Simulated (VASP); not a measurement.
# HfSi (Pnma) in VASP: a series of runs

The runs below take HfSi through single point, with PBEsol.

All numbers are computed with VASP 6.6.1; they aren't measurements. Logs are shortened: lines on timing, memory, paths and dates and some standing lists are left out, and cuts for length are marked.

### 1 The cell of the first run

The structure is orthorhombic, space group Pnma (No. 62). The conventional cell has a = 6.413 Å, b = 3.985 Å, c = 5.202 Å, α = 90.00°, β = 90.00°, γ = 90.00°. Within 3.5 Å of Hf (site symmetry m) lie 7 Si at 2.67 to 2.80 Å and 8 Hf at 3.28 to 3.45 Å. Si (site symmetry m) has 2 Si at 2.53 Å and 7 Hf at 2.67 to 2.80 Å within 3.3 Å.

### 2 Single point, PBEsol (strain -0.0600 x Voigt [1, -1, 0, 0, 0, 0])

INCAR reads:

```
PREC = Accurate
ENCUT = 520
EDIFF = 1E-6
ISMEAR = 0
SIGMA = 0.15
LREAL = False
LASPH = True
NELM = 100
ALGO = Normal
ISIF = 2
LWAVE = False
LCHARG = False
GGA = PS
NBANDS = 38
```

KPOINTS reads:

```
regular mesh
0
Gamma
  6 10 8
```

POSCAR reads:

```
HfSi
1.0
    6.4125032125      0.0000000000      0.0000000000
    0.0000000000      3.9852182255      0.0000000000
    0.0000000000      0.0000000000      5.2017439112
Hf Si
4 4
Direct
    0.1755908222      0.2500000000      0.1264896848
    0.3244091778      0.7500000000      0.6264896848
    0.6755908222      0.2500000000      0.3735103152
    0.8244091778      0.7500000000      0.8735103152
    0.0430603597      0.2500000000      0.6402012503
    0.4569396403      0.7500000000      0.1402012503
    0.5430603597      0.2500000000      0.8597987497
    0.9569396403      0.7500000000      0.3597987497
```

Potentials or basis: VASP PAW PBE potentials, release 64 (Hf_pv, Si).

Run with:

```console
> cat potpaw_PBE.64/Hf_pv/POTCAR potpaw_PBE.64/Si/POTCAR > POTCAR
> mpirun -np 1 vasp_std > vasp.out
```

OUTCAR:

```text
PREC = Accurate
   ENCUT = 520
   EDIFF = 1E-6
   ISMEAR = 0
   LREAL = False
   LASPH = True
   NELM = 100
   ISIF = 2
   GGA = PS

 ion  position               nearest neighbor table
   1  0.176  0.250  0.126-   5 2.67   6 2.69   6 2.69   8 2.72   8 2.72   7 2.73   5 2.80   4 3.28
                             4 3.28   2 3.41   2 3.41   2 3.41   2 3.41   3 3.45   3 3.45
   2  0.324  0.750  0.626-   6 2.67   5 2.69   5 2.69   7 2.72   7 2.72   8 2.73   6 2.80   3 3.28
                             3 3.28   1 3.41   1 3.41   1 3.41   1 3.41   4 3.45   4 3.45
   3  0.676  0.250  0.374-   7 2.67   8 2.69   8 2.69   6 2.72   6 2.72   5 2.73   7 2.80   2 3.28
                             2 3.28   4 3.41   4 3.41   4 3.41   4 3.41   1 3.45   1 3.45
   4  0.824  0.750  0.874-   8 2.67   7 2.69   7 2.69   5 2.72   5 2.72   6 2.73   8 2.80   1 3.28
                             1 3.28   3 3.41   3 3.41   3 3.41   3 3.41   2 3.45   2 3.45
   5  0.043  0.250  0.640-   8 2.53   8 2.53   1 2.67   2 2.69   2 2.69   4 2.72   4 2.72   3 2.73
                             1 2.80
   6  0.457  0.750  0.140-   7 2.53   7 2.53   2 2.67   1 2.69   1 2.69   3 2.72   3 2.72   4 2.73
                             2 2.80
   7  0.543  0.250  0.860-   6 2.53   6 2.53   3 2.67   4 2.69   4 2.69   2 2.72   2 2.72   1 2.73
                             3 2.80
   8  0.957  0.750  0.360-   5 2.53   5 2.53   4 2.67   3 2.69   3 2.69   1 2.72   1 2.72   2 2.73
                             4 2.80

  LATTYP: Found a simple orthorhombic cell.
 ALAT       =     3.9852182255
 B/A-ratio  =     1.3052594907
 C/A-ratio  =     1.6090720381

  Lattice vectors:

 A1 = (   0.0000000000,   3.9852182255,   0.0000000000)
 A2 = (   0.0000000000,   0.0000000000,   5.2017439112)
 A3 = (   6.4125032125,   0.0000000000,   0.0000000000)

Analysis of symmetry for initial positions (statically):
=====================================================================
 Subroutine PRICEL returns:
 Original cell was already a primitive cell.

 Routine SETGRP: Setting up the symmetry group for a
 simple orthorhombic supercell.

 Subroutine GETGRP returns: Found  8 space group operations
 (whereof  2 operations were pure point group operations)
 out of a pool of  8 trial point group operations.

The static configuration has the point symmetry S_2 .
 The point group associated with its full space group is D_2h.

Analysis of symmetry for dynamics (positions and initial velocities):
=====================================================================
 Subroutine PRICEL returns:
 Original cell was already a primitive cell.

 Routine SETGRP: Setting up the symmetry group for a
 simple orthorhombic supercell.

 Subroutine GETGRP returns: Found  8 space group operations
 (whereof  2 operations were pure point group operations)
 out of a pool of  8 trial point group operations.

The dynamic configuration has the point symmetry S_2 .
 The point group associated with its full space group is D_2h.

 Subroutine INISYM returns: Found  8 space group operations
 (whereof  2 operations are pure point group operations),
 and found     1 'primitive' translations

----------------------------------------------------------------------------------------

                                     Primitive cell

  volume of cell :     132.9317

  direct lattice vectors                    reciprocal lattice vectors
     6.412503212  0.000000000  0.000000000     0.155945341  0.000000000  0.000000000
     0.000000000  3.985218226  0.000000000     0.000000000  0.250927288  0.000000000
     0.000000000  0.000000000  5.201743911     0.000000000  0.000000000  0.192243220

  length of vectors
     6.412503212  3.985218226  5.201743911     0.155945341  0.250927288  0.192243220

  position of ions in fractional coordinates (direct lattice)
     0.175590822  0.250000000  0.126489685
     0.324409178  0.750000000  0.626489685
     0.675590822  0.250000000  0.373510315
     0.824409178  0.750000000  0.873510315
     0.043060360  0.250000000  0.640201250
     0.456939640  0.750000000  0.140201250
     0.543060360  0.250000000  0.859798750
     0.956939640  0.750000000  0.359798750

  ion indices of the primitive-cell ions
   primitive index   ion index
                 1           1
                 2           2
                 3           3
                 4           4
                 5           5
                 6           6
                 7           7
                 8           8

----------------------------------------------------------------------------------------

 KPOINTS: regular mesh

Automatic generation of k-mesh.
 Grid dimensions read from file:
 generate k-points for:    6   10    8

 Generating k-lattice:

  Cartesian coordinates                     Fractional coordinates (reciprocal lattice)
     0.025990890  0.000000000  0.000000000     0.166666667  0.000000000  0.000000000
     0.000000000  0.025092729  0.000000000     0.000000000  0.100000000  0.000000000
     0.000000000  0.000000000  0.024030403     0.000000000  0.000000000  0.125000000

  Length of vectors
     0.025990890  0.025092729  0.024030403

  Shift w.r.t. Gamma in fractional coordinates (k-lattice)
     0.000000000  0.000000000  0.000000000

 Subroutine IBZKPT returns following result:
 ===========================================

 Found    120 irreducible k-points:

 Following reciprocal coordinates:
            Coordinates               Weight
  0.000000  0.000000  0.000000      1.000000
  0.166667  0.000000  0.000000      2.000000
  0.333333  0.000000  0.000000      2.000000
  0.500000  0.000000  0.000000      1.000000
  0.000000  0.100000  0.000000      2.000000
  0.166667  0.100000  0.000000      4.000000
[... 16 lines left out ...]
  0.333333  0.500000  0.000000      2.000000
  0.500000  0.500000  0.000000      1.000000
 [... further k-points ...]
   k-points           NKPTS =    120   k-points in BZ     NKDIM =    120   number of bands    NBANDS=     38
   number of dos      NEDOS =    301   number of ions     NIONS =      8
   total plane-waves  NPLWV =  57600
   dimension x,y,z NGX =    48 NGY =   30 NGZ =   40
   dimension x,y,z NGXF=    96 NGYF=   60 NGZF=   80
   ions per type =               4   4
   NGX,Y,Z   is equivalent  to a cutoff of  12.44, 12.51, 12.78 a.u.
   NGXF,Y,Z  is equivalent  to a cutoff of  24.89, 25.03, 25.57 a.u.
 SYSTEM =  unknown system
   PREC   = accura    normal or accurate (medium, high low for compatibility)
   ISTART =      0    job   : 0-new  1-cont  2-samecut
   ICHARG =      2    charge: 1-file 2-atom 10-const
   ISPIN  =      1    spin polarized calculation?
   LNONCOLLINEAR =      F non collinear calculations
   LSORBIT =      F    spin-orbit coupling
   LASPH  =      T    aspherical Exc in radial PAW
   ENCUT  =  520.0 eV  38.22 Ry    6.18 a.u.  11.92  7.41  9.67*2*pi/ulx,y,z
   NELM   =    100;   NELMIN=  2; NELMDL= -5     # of ELM steps
   EDIFF  = 0.1E-05   stopping-criterion for ELM
   LREAL  =      F    real-space projection
   EDIFFG = 0.1E-04   stopping-criterion for IOM
   NSW    =      0    number of steps for IOM
   IBRION =     -1    ionic relax: 0-MD 1-quasi-New 2-CG
   NFREE  =      0    steps in history (QN), initial steepest desc. (CG)
   ISIF   =      2    stress and relaxation
   ISYM   =      2    0-nonsym 1-usesym 2-fastsym
   POTIM  = 0.5000    time-step for ionic-motion
   TEBEG  =    0.0;   TEEND  =   0.0 temperature during run
   PSTRESS=    0.0 pullay stress
   NELECT =      56.0000    total number of electrons
   NUPDOWN=      -1.0000    fix difference up-down
   EMIN   =  10.00;   EMAX   =-10.00  energy-range for DOS
   EFERMI =   0.00;   METHOD = LEGACY
   ISMEAR =     0;   SIGMA  =   0.15  broadening in eV -4-tet -1-fermi 0-gaus
   EFERMI_NEDOS =   21; number of points for ismear=-14 and -15
   IALGO  =     38    algorithm
   IMIX   =      4    mixing-type and parameters
     AMIX     =   0.40;   BMIX     =  1.00
     AMIX_MAG =   1.60;   BMIX_MAG =  1.00
  volume/ion in A,a.u.               =      16.62       112.13
  Fermi-wavevector in a.u.,A,eV,Ry     =   1.227236  2.319139 20.491833  1.506107
  Thomas-Fermi vector in A             =   2.362207
   LORBIT       =      0    0 simple, 1 ext, 2 COOP (PROOUT), +10 PAW based schemes
   GGA     = PS    functional components
   LHFCALC =     F    Hartree Fock is set to
   AEXX    =    0.0000 exact exchange contribution
   IVDW    =     0    specifies the selected vdW correction
   LEPSILON=     F    determine dielectric tensor
   LRPA    =     F    only Hartree local field effects (RPA)
 non-spin polarized calculation
 Gauss-broadening in eV      SIGMA  =   0.15
  energy-cutoff  :      520.00
  volume of cell :      132.93
 maximum number of plane-waves:      3616
 NGX is ok and might be reduce to    48
   NGX = 23   NGY = 15   NGZ = 19

 number of electron      55.9999998 magnetization

 Free energy of the ion-electron system (eV)
  ---------------------------------------------------
  ext. energy  EPLUGINS =         0.00000000
  ---------------------------------------------------
  free energy    TOTEN  =       -71.76968084 eV

  energy without entropy =      -71.74732412  energy(sigma->0) =      -71.75850248

 E-fermi :   7.5277     XC(G=0): -11.7573

 val. band max:        7.5250219991   @ k =   0.0000   0.4000   0.3750
 cond. band min:       7.5345986669   @ k =   0.0000   0.4000   0.5000
 fundamental gap:      0.0095766678
 Fermi energy:         7.5276591094

 k-point     1 :       0.0000    0.0000    0.0000
  band No.  band energies     occupation
      1     -22.9543      2.00000
      2     -22.9442      2.00000
      3     -22.9407      2.00000
      4     -22.9197      2.00000
      5     -22.8403      2.00000
      6     -22.8210      2.00000
[... 30 lines left out ...]
     37      10.9399      0.00000
     38      11.2248      0.00000
[... 941 lines left out ...]
     37      12.0920      0.00000
     38      12.0920      0.00000

 [... further k-points ...]

------------------------ aborting loop because EDIFF is reached ----------------------------------------

  FORCE on cell =-STRESS in cart. coord.  units (eV):
  Direction    XX          YY          ZZ          XY          YZ          ZX
  --------------------------------------------------------------------------------------
  -------------------------------------------------------------------------------------
  Total        8.7398649     -6.0077892      1.1704334      0.0000000      0.0000000      0.0000000
  in kB      105.3383789    -72.4096744     14.1068033      0.0000000      0.0000000      0.0000000
  external PRESSURE =      15.6785026 kB  Pullay stress =       0.0000000 kB

 VOLUME and BASIS-vectors are now :
 -----------------------------------------------------------------------------
  energy-cutoff  :      520.00
  volume of cell :      132.93
      direct lattice vectors                 reciprocal lattice vectors
     6.412503212  0.000000000  0.000000000     0.155945341  0.000000000  0.000000000
     0.000000000  3.985218226  0.000000000     0.000000000  0.250927288  0.000000000
     0.000000000  0.000000000  5.201743911     0.000000000  0.000000000  0.192243220

 POSITION                                       TOTAL-FORCE (eV/Angst)
 -----------------------------------------------------------------------------------
      1.12598      0.99630      0.65797        -0.397867      0.000000      0.459231
      2.08027      2.98891      3.25884         0.397867     -0.000000      0.459231
      4.33223      0.99630      1.94291        -0.397867     -0.000000     -0.459231
      5.28653      2.98891      4.54378         0.397867     -0.000000     -0.459231
      0.27612      0.99630      3.33016        -0.054239      0.000000     -0.069162
      2.93013      2.98891      0.72929         0.054239     -0.000000     -0.069162
      3.48238      0.99630      4.47245        -0.054239     -0.000000      0.069162
      6.13638      2.98891      1.87158         0.054239      0.000000      0.069162
 -----------------------------------------------------------------------------------
    total drift:                                0.000000      0.000000     -0.000000

  FREE ENERGIE OF THE ION-ELECTRON SYSTEM (eV)
  ---------------------------------------------------
  free  energy   TOTEN  =       -71.7696808374 eV

  energy  without entropy=      -71.7473241165  energy(sigma->0) =      -71.75850248
```

It took 5.8 min on 1 thread of Oxide Virtual Turin-like, shared host; peak memory 0.52 GiB.

What came out:

```yaml
Free_energy: -71.7697 eV
Pressure: 1.6 GPa
Largest_force: 0.608 eV/Å
Band_gap_on_the_k_mesh: zero (band 28 reaches 7.78 eV, above the bottom of band 29 at 7.20 eV)
```

Forces in eV/Å, atoms in the order of the input:
```
Hf  -0.398  0.000  0.459
Hf   0.398  0.000  0.459
Hf  -0.398  0.000 -0.459
Hf   0.398  0.000 -0.459
Si  -0.054  0.000 -0.069
Si   0.054  0.000 -0.069
Si  -0.054  0.000  0.069
Si   0.054  0.000  0.069
```

Levels at points of the mesh, in eV from the Fermi level:
```tsv
k point	band 25	band 26	band 27	band 28	band 29	band 30	band 31	band 32
(0.00, 0.00, 0.00)	-1.26	-0.90	-0.74	0.12	0.23	0.90	1.13	1.33
(0.50, 0.00, 0.00)	-1.36	-1.36	-0.64	-0.64	0.20	0.20	0.99	0.99
(0.00, 0.50, 0.00)	-1.92	-1.92	-1.57	-1.57	1.91	1.91	2.01	2.01
(0.50, 0.50, 0.00)	-1.81	-1.81	-1.81	-1.81	2.17	2.17	2.17	2.17
(0.00, 0.00, 0.50)	-1.08	-1.08	-0.66	-0.66	0.73	0.73	1.08	1.08
(0.50, 0.00, 0.50)	-1.43	-1.43	-1.06	-1.06	0.49	0.49	1.04	1.04
(0.00, 0.50, 0.50)	-0.32	-0.32	-0.29	-0.29	0.18	0.18	1.13	1.13
(0.50, 0.50, 0.50)	-1.59	-1.59	-1.59	-1.59	1.99	1.99	1.99	1.99
```

Caveat: the cell differs from its parent crystal (strain -0.0600 x Voigt [1, -1, 0, 0, 0, 0]); the PAW data sets were made with another functional, which shifts forces and pressure a little; spin-orbit coupling is left out, which moves the levels of the heavy elements.

[end of part 1 of 2]
